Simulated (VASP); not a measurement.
# Na (C2/m) in VASP: further runs

The runs below take Na through single point, with LDA.

Program: VASP 6.6.1. These are calculated values, not measurements. Logs are shortened: lines on timing, memory, paths and dates and some standing lists are left out, and cuts for length are marked.

## Step 1: The cell of the first run

The structure is monoclinic, space group C2/m (No. 12). Conventional cell: a = 5.111 Å, b = 5.389 Å, c = 3.508 Å, α = 90.00°, β = 132.18°, γ = 90.00°. Within 4.6 Å of Na (site symmetry 2/m) lie 12 Na at 3.51 to 3.79 Å.

## Step 2: Single point, LDA

Contents of INCAR:

```
ALGO = Fast
EDIFF = 1E-6
ENCUT = 520
ISIF = 2
ISMEAR = 0
LASPH = True
LCHARG = False
LREAL = False
LWAVE = False
NBANDS = 10
NELM = 60
PREC = Accurate
SIGMA = 0.15
```

Contents of KPOINTS:

```
k-points
0
Gamma
  18 18 18
```

Contents of POSCAR:

```
Na
1.0
   -1.9751998462      1.8353853446      2.6056338938
    1.8353853446     -1.9751998462      2.6056338938
    1.8756358626      1.8756358626     -2.7051978774
Na
1
Direct
    0.0000000000      0.0000000000      0.0000000000
```

Potentials or basis: VASP PAW LDA potentials, release 64 (Na_pv).

The run is started by

```
$ cat potpaw_LDA.64/Na_pv/POTCAR > POTCAR
$ mpirun -np 1 vasp_std > vasp.out
```

OUTCAR:

```text
EDIFF = 1E-6
   ENCUT = 520
   ISIF = 2
   ISMEAR = 0
   LASPH = True
   LREAL = False
   NELM = 60
   PREC = Accurate

 ion  position               nearest neighbor table
   1  0.000  0.000  0.000-

  Warning from LATTYP: Got some problem with cell dimensions!
  Tried to take original basis but could not verify dimensions!
  LATTYP: Found a base centered monoclinic cell.
 ALAT       =     5.1112521463
 B/A-ratio  =     1.0543368050
 C/A-ratio  =     0.6863421051
 COS(beta)  =    -0.6714024408

  Lattice vectors:

 A1 = (  -3.7110212072,   0.0995639836,   0.0995639836)
 A2 = (   0.0995639836,  -3.7110212072,   0.0995639836)
 A3 = (   1.7358213610,   1.7358213610,   2.5060699102)

Analysis of symmetry for initial positions (statically):
=====================================================================
 Subroutine PRICEL returns:
 Original cell was already a primitive cell.

 Routine SETGRP: Setting up the symmetry group for a
 base centered monoclinic supercell.

 Subroutine GETGRP returns: Found  4 space group operations
 (whereof  4 operations were pure point group operations)
 out of a pool of  4 trial point group operations.

The static configuration has the point symmetry C_2h.

Analysis of symmetry for dynamics (positions and initial velocities):
=====================================================================
 Subroutine PRICEL returns:
 Original cell was already a primitive cell.

 Routine SETGRP: Setting up the symmetry group for a
 base centered monoclinic supercell.

 Subroutine GETGRP returns: Found  4 space group operations
 (whereof  4 operations were pure point group operations)
 out of a pool of  4 trial point group operations.

The dynamic configuration has the point symmetry C_2h.

 Subroutine INISYM returns: Found  4 space group operations
 (whereof  4 operations are pure point group operations),
 and found     1 'primitive' translations

----------------------------------------------------------------------------------------

                                     Primitive cell

  volume of cell :      35.8051

  direct lattice vectors                    reciprocal lattice vectors
    -1.975199846  1.835385345  2.605633894     0.012738027  0.275164912  0.199616110
     1.835385345 -1.975199846  2.605633894     0.275164912  0.012738027  0.199616110
     1.875635863  1.875635863 -2.705197877     0.277306759  0.277306759  0.014879875

  length of vectors
     3.749584215  3.749584215  3.788682533     0.340183153  0.340183153  0.392453167

  position of ions in fractional coordinates (direct lattice)
     0.000000000  0.000000000  0.000000000

  ion indices of the primitive-cell ions
   primitive index   ion index
                 1           1

----------------------------------------------------------------------------------------

 KPOINTS: k-points

Automatic generation of k-mesh.
 Grid dimensions read from file:
 generate k-points for:   18   18   18

 Generating k-lattice:

  Cartesian coordinates                     Fractional coordinates (reciprocal lattice)
     0.000707668  0.015286940  0.011089784     0.055555556  0.000000000 -0.000000000
     0.015286940  0.000707668  0.011089784     0.000000000  0.055555556 -0.000000000
     0.015405931  0.015405931  0.000826660    -0.000000000 -0.000000000  0.055555556

  Length of vectors
     0.018899064  0.018899064  0.021802954

  Shift w.r.t. Gamma in fractional coordinates (k-lattice)
     0.000000000  0.000000000  0.000000000

 Subroutine IBZKPT returns following result:
 ===========================================

 Found   1550 irreducible k-points:

 Following reciprocal coordinates:
            Coordinates               Weight
  0.000000  0.000000  0.000000      1.000000
  0.055556 -0.000000  0.000000      4.000000
  0.111111 -0.000000  0.000000      4.000000
  0.166667 -0.000000  0.000000      4.000000
  0.222222 -0.000000  0.000000      4.000000
  0.277778 -0.000000  0.000000      4.000000
[... 16 lines left out ...]
 -0.277778  0.055556 -0.000000      4.000000
 -0.222222  0.055556 -0.000000      4.000000
 [... further k-points ...]
   k-points           NKPTS =   1550   k-points in BZ     NKDIM =   1550   number of bands    NBANDS=     10
   number of dos      NEDOS =    301   number of ions     NIONS =      1
   total plane-waves  NPLWV =  21952
   dimension x,y,z NGX =    28 NGY =   28 NGZ =   28
   dimension x,y,z NGXF=    56 NGYF=   56 NGZF=   56
   ions per type =               1
   NGX,Y,Z   is equivalent  to a cutoff of  12.41, 12.41, 12.29 a.u.
   NGXF,Y,Z  is equivalent  to a cutoff of  24.83, 24.83, 24.57 a.u.
 SYSTEM =  unknown system
   PREC   = accura    normal or accurate (medium, high low for compatibility)
   ISTART =      0    job   : 0-new  1-cont  2-samecut
   ICHARG =      2    charge: 1-file 2-atom 10-const
   ISPIN  =      1    spin polarized calculation?
   LNONCOLLINEAR =      F non collinear calculations
   LSORBIT =      F    spin-orbit coupling
   LASPH  =      T    aspherical Exc in radial PAW
   ENCUT  =  520.0 eV  38.22 Ry    6.18 a.u.   6.97  6.97  7.04*2*pi/ulx,y,z
   NELM   =     60;   NELMIN=  2; NELMDL= -5     # of ELM steps
   EDIFF  = 0.1E-05   stopping-criterion for ELM
   LREAL  =      F    real-space projection
   EDIFFG = 0.1E-04   stopping-criterion for IOM
   NSW    =      0    number of steps for IOM
   IBRION =     -1    ionic relax: 0-MD 1-quasi-New 2-CG
   NFREE  =      0    steps in history (QN), initial steepest desc. (CG)
   ISIF   =      2    stress and relaxation
   ISYM   =      2    0-nonsym 1-usesym 2-fastsym
   POTIM  = 0.5000    time-step for ionic-motion
   TEBEG  =    0.0;   TEEND  =   0.0 temperature during run
   PSTRESS=    0.0 pullay stress
   NELECT =       7.0000    total number of electrons
   NUPDOWN=      -1.0000    fix difference up-down
   EMIN   =  10.00;   EMAX   =-10.00  energy-range for DOS
   EFERMI =   0.00;   METHOD = LEGACY
   ISMEAR =     0;   SIGMA  =   0.15  broadening in eV -4-tet -1-fermi 0-gaus
   EFERMI_NEDOS =   21; number of points for ismear=-14 and -15
   IALGO  =     68    algorithm
   IMIX   =      4    mixing-type and parameters
     AMIX     =   0.40;   BMIX     =  1.00
     AMIX_MAG =   1.60;   BMIX_MAG =  1.00
  volume/ion in A,a.u.               =      35.81       241.62
  Fermi-wavevector in a.u.,A,eV,Ry     =   0.950151  1.795525 12.283162  0.902787
  Thomas-Fermi vector in A             =   2.078501
   LORBIT       =      0    0 simple, 1 ext, 2 COOP (PROOUT), +10 PAW based schemes
   GGA     = CA    functional components
   LHFCALC =     F    Hartree Fock is set to
   AEXX    =    0.0000 exact exchange contribution
   IVDW    =     0    specifies the selected vdW correction
   LEPSILON=     F    determine dielectric tensor
   LRPA    =     F    only Hartree local field effects (RPA)
 non-spin polarized calculation
 RMM-DIIS sequential band-by-band and
 Gauss-broadening in eV      SIGMA  =   0.15
  energy-cutoff  :      520.00
  volume of cell :       35.81
 maximum number of plane-waves:       984
   NGX = 13   NGY = 13   NGZ = 15

 number of electron       6.9999994 magnetization

 Free energy of the ion-electron system (eV)
  ---------------------------------------------------
  ext. energy  EPLUGINS =         0.00000000
  ---------------------------------------------------
  free energy    TOTEN  =        -1.44801742 eV

  energy without entropy =       -1.44271790  energy(sigma->0) =       -1.44536766

 E-fermi :   0.2677     XC(G=0):  -6.8251

 val. band max:        0.2665403383   @ k =  -0.2222   0.5000   0.4444
 cond. band min:       0.2680249535   @ k =   0.3333   0.3333   0.4444
 fundamental gap:      0.0014846152
 Fermi energy:         0.2677473969

 k-point     1 :       0.0000    0.0000    0.0000
  band No.  band energies     occupation
      1     -24.6589      2.00000
      2     -24.6588      2.00000
      3     -24.6584      2.00000
      4      -3.0989      2.00000
      5      10.8080      0.00000
      6      11.3147      0.00000
      7      12.1531      0.00000
      8      12.2486      0.00000
      9      12.4167      0.00000
     10      13.8666      0.00000

 k-point     2 :       0.0556   -0.0000    0.0000
  band No.  band energies     occupation
      1     -24.6604      2.00000
      2     -24.6591      2.00000
      3     -24.6585      2.00000
      4      -3.0433      2.00000
      5      10.6969      0.00000
      6      10.8872      0.00000
      7      11.7524      0.00000
      8      12.3189      0.00000
      9      12.4508      0.00000
     10      13.9769      0.00000

 k-point     3 :       0.1111   -0.0000    0.0000
  band No.  band energies     occupation
      1     -24.6646      2.00000
      2     -24.6598      2.00000
      3     -24.6588      2.00000
      4      -2.8766      2.00000
      5       9.7326      0.00000
      6      10.4760      0.00000
      7      11.1950      0.00000
      8      12.3689      0.00000
      9      12.9378      0.00000
     10      14.0695      0.00000

 k-point     4 :       0.1667   -0.0000    0.0000
  band No.  band energies     occupation
      1     -24.6711      2.00000
      2     -24.6610      2.00000
      3     -24.6593      2.00000
      4      -2.6001      2.00000
      5       8.3608      0.00000
      6      10.2663      0.00000
      7      10.8577      0.00000
      8      12.1753      0.00000
      9      13.5185      0.00000
     10      13.5901      0.00000
[... 222 lines left out ...]
 k-point    22 :      -0.3333    0.0556    0.0000
  band No.  band energies     occupation
      1     -24.6904      2.00000
      2     -24.6655      2.00000
      3     -24.6620      2.00000
      4      -1.3405      2.00000
      5       4.9795      0.00000
      6       9.3865      0.00000
      7       9.9224      0.00000
      8      11.0300      0.00000
      9      12.7164      0.00000
     10      13.2752      0.00000

 k-point    23 :      -0.2778    0.0556   -0.0000
  band No.  band energies     occupation
      1     -24.6823      2.00000
      2     -24.6640      2.00000
      3     -24.6614      2.00000
      4      -1.8913      2.00000
      5       6.2343      0.00000
      6       9.4224      0.00000
      7      10.0719      0.00000
      8      11.4454      0.00000
      9      12.9301      0.00000
     10      13.9292      0.00000

 k-point    24 :      -0.2222    0.0556   -0.0000
  band No.  band energies     occupation
      1     -24.6744      2.00000
      2     -24.6624      2.00000
      3     -24.6607      2.00000
      4      -2.3384      2.00000
      5       7.5464      0.00000
      6       9.5392      0.00000
      7      10.2898      0.00000
      8      11.9804      0.00000
      9      13.1697      0.00000
     10      14.6225      0.00000

 [... further k-points ...]

------------------------ aborting loop because EDIFF is reached ----------------------------------------

  FORCE on cell =-STRESS in cart. coord.  units (eV):
  Direction    XX          YY          ZZ          XY          YZ          ZX
  --------------------------------------------------------------------------------------
  -------------------------------------------------------------------------------------
  Total       -0.1562155     -0.1562155     -0.1348742      0.0243404      0.0832967      0.0832967
  in kB       -6.9902068     -6.9902068     -6.0352424      1.0891631      3.7272964      3.7272968
  external PRESSURE =      -6.6718854 kB  Pullay stress =       0.0000000 kB

 VOLUME and BASIS-vectors are now :
 -----------------------------------------------------------------------------
  energy-cutoff  :      520.00
  volume of cell :       35.81
      direct lattice vectors                 reciprocal lattice vectors
    -1.975199846  1.835385345  2.605633894     0.012738027  0.275164912  0.199616110
     1.835385345 -1.975199846  2.605633894     0.275164912  0.012738027  0.199616110
     1.875635863  1.875635863 -2.705197877     0.277306759  0.277306759  0.014879875

 POSITION                                       TOTAL-FORCE (eV/Angst)
 -----------------------------------------------------------------------------------
      0.00000      0.00000      0.00000         0.000000     -0.000000      0.000000
 -----------------------------------------------------------------------------------
    total drift:                               -0.000000     -0.000000     -0.000000

  FREE ENERGIE OF THE ION-ELECTRON SYSTEM (eV)
  ---------------------------------------------------
  free  energy   TOTEN  =        -1.4480174181 eV

  energy  without entropy=       -1.4427179050  energy(sigma->0) =       -1.44536766
```

It took 4.3 min on 1 thread of Intel Xeon 6975P-C (Granite Rapids), shared host; peak memory 0.5 GiB.

What came out:

* Free energy: -1.4480 eV
* Pressure: -0.7 GPa
* Band gap on the k mesh: zero (an odd number of electrons rules out a gap without spin polarisation)

Levels at points of the mesh, in eV from the Fermi level:
| k point | band 1 | band 2 | band 3 | band 4 | band 5 | band 6 |
| --- | --- | --- | --- | --- | --- | --- |
| (0.00, 0.00, 0.00) | -24.93 | -24.93 | -24.93 | -3.37 | 10.54 | 11.05 |
| (0.50, 0.00, 0.00) | -24.97 | -24.94 | -24.93 | 0.76 | 1.20 | 9.88 |
| (0.50, 0.50, 0.00) | -24.96 | -24.94 | -24.94 | 1.50 | 2.05 | 6.46 |
| (0.00, 0.00, 0.50) | -24.97 | -24.94 | -24.94 | 2.07 | 2.62 | 6.18 |
| (0.50, 0.00, 0.50) | -24.96 | -24.93 | -24.93 | 0.41 | 0.71 | 9.83 |
| (0.50, 0.50, 0.50) | -24.97 | -24.94 | -24.94 | 1.86 | 2.41 | 6.37 |

## Step 3: Single point, LDA

This run uses another cell than the first one, of the same volume but with other edges.

Contents of INCAR:

```
SYSTEM = Na
PREC = Accurate
ENCUT = 520
EDIFF = 1E-6
ISMEAR = 0
SIGMA = 0.15
LREAL = .False.
LASPH = .True.
NELM = 60
ALGO = Fast
ISIF = 2
LWAVE = .False.
LCHARG = .False.
GGA = CA
NBANDS = 10
```

Contents of KPOINTS:

```
Automatic mesh
0
Gamma
  18 18 18
  0 0 0
```

Contents of POSCAR:

```
Na
1.0
   -1.7358213610      1.8756358626      2.6056338938
    1.8756358626     -1.7358213610      2.6056338938
    1.8353853446      1.8353853446     -2.5060699102
Na
1
Direct
    0.0000000000      0.0000000000      0.0000000000
```

Potentials or basis: VASP PAW LDA potentials, release 64 (Na_pv).

The run is started by

```
$ cat potpaw_LDA.64/Na_pv/POTCAR > POTCAR
$ mpirun -np 1 vasp_std > vasp.out
```

It took 4.3 min on 1 thread of Intel Xeon 6975P-C (Granite Rapids), shared host; peak memory 0.5 GiB.

The run converged. Its results:

- Free energy: -1.4496 eV
- Pressure: -0.7 GPa
- Band gap on the k mesh: zero (an odd number of electrons rules out a gap without spin polarisation)

Stress tensor (GPa, compression positive):
```
-0.70  0.00 -0.27
 0.00 -0.70 -0.27
-0.27 -0.27 -0.61
```

Levels at points of the mesh, in eV from the Fermi level:
| k point | band 1 | band 2 | band 3 | band 4 | band 5 | band 6 | band 7 | band 8 |
| --- | --- | --- | --- | --- | --- | --- | --- | --- |
| (0.00, 0.00, 0.00) | -24.92 | -24.92 | -24.92 | -3.37 | 10.50 | 11.26 | 11.94 | 11.97 |
| (0.50, 0.00, 0.00) | -24.96 | -24.93 | -24.93 | 0.42 | 0.72 | 10.37 | 10.81 | 11.40 |
| (0.50, 0.50, 0.00) | -24.96 | -24.94 | -24.94 | 2.05 | 2.60 | 6.02 | 6.20 | 7.82 |
| (0.00, 0.00, 0.50) | -24.96 | -24.94 | -24.94 | 1.52 | 2.07 | 6.65 | 7.57 | 7.59 |
| (0.50, 0.00, 0.50) | -24.97 | -24.93 | -24.93 | 0.75 | 1.18 | 9.40 | 10.19 | 10.56 |
| (0.50, 0.50, 0.50) | -24.97 | -24.94 | -24.94 | 1.86 | 2.41 | 6.36 | 7.19 | 7.25 |

## Step 4: Single point, LDA

This run uses another cell than the first one, of 38.25 Å³/atom.

Contents of INCAR:

```
ALGO = Fast
EDIFF = 1E-6
ENCUT = 520
ISIF = 2
ISMEAR = 0
LASPH = T
LCHARG = F
LREAL = F
LWAVE = F
NBANDS = 10
NELM = 60
PREC = Accurate
SIGMA = 0.15
```

Contents of KPOINTS:

```
k-points
0
Gamma
  18 18 18
```

Contents of POSCAR:

```
Na
1.0
   -2.1401454450      1.8605164418      2.6691859400
    1.8605164418     -2.1401454450      2.6691859400
    1.9410174778      1.9410174778     -2.8683139072
Na
1
Direct
    0.0000000000      0.0000000000      0.0000000000
```

The run is started by

```
$ cat potpaw_LDA.64/Na_pv/POTCAR > POTCAR
$ mpirun -np 1 vasp_std > vasp.out
```

Wall time 6.2 min (1 thread of Intel Xeon 6975P-C (Granite Rapids), shared host); peak memory 0.53 GiB.

It converged, with:

```yaml
Free_energy: -1.4220 eV
Pressure: -1.0 GPa
Band_gap_on_the_k_mesh: zero (an odd number of electrons rules out a gap without spin polarisation)
```

Stress tensor (GPa, compression positive):
```
-1.08  0.23  0.67
 0.23 -1.08  0.67
 0.67  0.67 -0.80
```

Levels at points of the mesh, in eV from the Fermi level:
| k point | band 1 | band 2 | band 3 | band 4 | band 5 | band 6 | band 7 | band 8 |
| --- | --- | --- | --- | --- | --- | --- | --- | --- |
| (0.00, 0.00, 0.00) | -25.00 | -25.00 | -25.00 | -3.23 | 9.56 | 10.37 | 10.65 | 10.71 |
| (0.50, 0.00, 0.00) | -25.05 | -25.00 | -25.00 | 0.96 | 1.41 | 9.17 | 9.75 | 9.78 |
| (0.50, 0.50, 0.00) | -25.02 | -25.01 | -25.00 | 1.22 | 1.71 | 5.96 | 6.07 | 9.39 |
| (0.00, 0.00, 0.50) | -25.05 | -25.01 | -25.01 | 2.31 | 2.86 | 5.84 | 6.42 | 6.52 |
| (0.50, 0.00, 0.50) | -25.02 | -25.00 | -25.00 | 0.27 | 0.43 | 9.01 | 9.38 | 11.92 |
| (0.50, 0.50, 0.50) | -25.05 | -25.00 | -25.00 | 1.82 | 2.37 | 6.28 | 6.93 | 7.06 |

## Step 5: Overview

| cell | gap on the mesh (eV) | pressure (GPa) |
| --- | --- | --- |
| a = 3.750, b = 3.750, c = 3.789 Å, angles 121.0, 121.0, 91.9°, 1 atom | none | -0.7 |
| a = 3.650, b = 3.650, c = 3.608 Å, angles 118.5, 118.5, 88.8°, 1 atom | none | -0.7 |
| a = 3.894, b = 3.894, c = 3.970 Å, angles 122.0, 122.0, 93.2°, 1 atom | none | -1.0 |

Alike in all rows: task single point; level LDA; potentials or basis VASP PAW LDA potentials, release 64 (Na_pv); no spin polarisation; k mesh 18 × 18 × 18; cutoff (eV) 520; smearing gaussian 0.15 eV.

Absolute energies hang on the potentials; compare differences alone.
